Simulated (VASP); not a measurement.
# Zr2PdS3: relaxation of cell and atoms with PBE

Zr2PdS3:

```xyz
6
Lattice="6.4435 0.0000 0.0000 -3.2218 5.5803 0.0000 0.0000 0.0000 3.4865" Properties=species:S:1:pos:R:3 pbc="T T T"
Zr    0.0000    3.7202    0.0000
Zr    3.2218    1.8601    0.0000
Pd    0.0000    0.0000    0.0000
S     3.2218    0.0000    1.7432
S    -1.6109    2.7901    1.7432
S     1.6109    2.7901    1.7432
```

The cell was generated, and may not be a known phase.

* Program: VASP 6.6.1
* Task: relaxation of cell and atoms
* Functional: PBE
* Potentials or basis: VASP PAW PBE potentials, release 64 (Zr_sv, Pd, S)
* Cutoff: 600 eV
* k mesh: 6 × 6 × 12
* Occupations: gaussian, width 0.1 eV
* Spin: no spin polarisation
* Dipole correction: no
* Further INCAR settings: ALGO = Normal; EDIFF = 1e-06; IBRION = 2; EDIFFG = -0.01; NSW = 100; ISIF = 3

* Energy gained by relaxing: 0.1 meV/atom
* Ionic steps: 5
* Pressure after relaxing: 0.0 GPa
* Band gap on the k mesh: zero (bands 26 and 27 overlap by 1.05 eV)

Step by step:
```tsv
step	energy change (eV)	largest force (eV/Å)	pressure (GPa)	volume (Å³)
1	0.0000	0.0000	0.19	125.36
2	-0.0005	0.0000	-0.25	125.80
3	-0.0005	0.0000	-0.13	125.68
4	-0.0008	0.0000	-0.05	125.50
5	-0.0009	0.0000	0.00	125.35
```

Final structure:
```yaml
crystal:
  lattice:
    - [6.43031, 0.00000, 0.00000]
    - [-3.21515, 5.56881, 0.00000]
    - [0.00000, 0.00000, 3.50061]
  atoms:
    - { symbol: Zr, position: [0.33333, 0.66667, 0.00000] }
    - { symbol: Zr, position: [0.66667, 0.33333, 0.00000] }
    - { symbol: Pd, position: [0.00000, 0.00000, 0.00000] }
    - { symbol: S, position: [0.50000, 0.00000, 0.50000] }
    - { symbol: S, position: [0.00000, 0.50000, 0.50000] }
    - { symbol: S, position: [0.50000, 0.50000, 0.50000] }
```

Levels at points of the mesh, in eV from the Fermi level:
```csv
k point,band 24,band 25,band 26,band 27,band 28,band 29
"(0.00, 0.00, 0.00)",-1.44,-0.94,-0.94,-0.08,0.04,0.04
"(0.50, 0.00, 0.00)",-0.86,-0.83,-0.83,-0.04,0.15,0.51
"(0.00, 0.00, 0.50)",-0.86,-0.82,-0.79,-0.79,1.54,1.64
"(0.50, 0.00, 0.50)",-1.15,-1.03,0.03,0.12,0.91,1.15
```

Wall time 24 min on 1 thread of Intel Xeon 8259CL, on a shared host, peak memory 0.45 GiB.

Caveat: the highest band is partly filled, so the run has too few bands.
